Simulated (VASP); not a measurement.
A run of VASP 6.6.1:

Contents of INCAR:

```
ALGO = Normal
EDIFF = 1E-6
ENCUT = 520
GGA = PE
ISIF = 2
ISMEAR = 0
LASPH = True
LCHARG = False
LREAL = False
LWAVE = False
NBANDS = 17
NELM = 80
PREC = Accurate
SIGMA = 0.01
```

The input KPOINTS:

```
k-points
0
Gamma
  6 6 6
```

File POSCAR:

```
PbSe
1.0
    0.0000000000      3.1009263293      3.1009263293
    3.1009263293      0.0000000000      3.1009263293
    3.1009263293      3.1009263293      0.0000000000
Pb Se
1 1
Direct
    0.0000000000      0.0000000000      0.0000000000
    0.5000000000      0.5000000000      0.5000000000
```

Potentials or basis: VASP PAW PBE potentials, release 64 (Pb_d, Se).

Run with:

```console
$ cat potpaw_PBE.64/Pb_d/POTCAR potpaw_PBE.64/Se/POTCAR > POTCAR
$ mpirun -np 1 vasp_std > vasp.out
```

Hardware: 1 thread of Intel(R) Xeon(R) Platinum 8488C (Sapphire Rapids), with other jobs on the host.

Task: How long does it take, and how much memory?

Result: It took 13 s on 1 thread of Intel(R) Xeon(R) Platinum 8488C (Sapphire Rapids), on a shared host, peak memory 0.2 GiB. Counts: scf iterations 12, k points 16.
